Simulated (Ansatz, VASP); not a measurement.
One calculation of Al, two programs

```
CELL_PARAMETERS angstrom
-1.60632 1.60632 -1.60632
-1.60632 -1.60632 1.60632
-0.64253 5.78275 7.06780
ATOMIC_POSITIONS crystal
Al 0.00000 0.65000 0.87500
Al 0.50000 0.45000 0.12500
Al 0.00000 0.85000 0.37500
Al 0.50000 0.25000 0.62500
```

Alike in both runs: task single point; functional PBEsol; k mesh 16 × 16 × 5; occupations gaussian, width 0.15 eV; no spin polarisation.

```csv
,VASP,Ansatz
version,VASP 6.6.1,Ansatz 0.2.0
potentials or method,"VASP PAW PBE potentials, release 64 (Al), cutoff 520 eV","scalar-relativistic, plane waves, PAW"
valence electrons in the cell,12,12
```

VASP gave:

```
gap on the k mesh at the Fermi level (eV)                     : none
pressure (GPa)                                                : 0.9
traceless stress, the component that is largest in VASP (GPa) : -1.70
rms of the force components (eV/Å)                            : 0.172
```

Question: What did Ansatz give for the same quantities?

Answer: gap on the k mesh at the Fermi level (eV): none; pressure (GPa): 0.8; traceless stress, the component that is largest in VASP (GPa): -1.69; rms of the force components (eV/Å): 0.171.

VASP's potentials were made for PBE, not for PBEsol, and Ansatz warns of the same on its side. Atom by atom the forces differ by 0.001 eV/Å (rms over components). A gap of «none» marks a metal or a gap that the smearing closes.
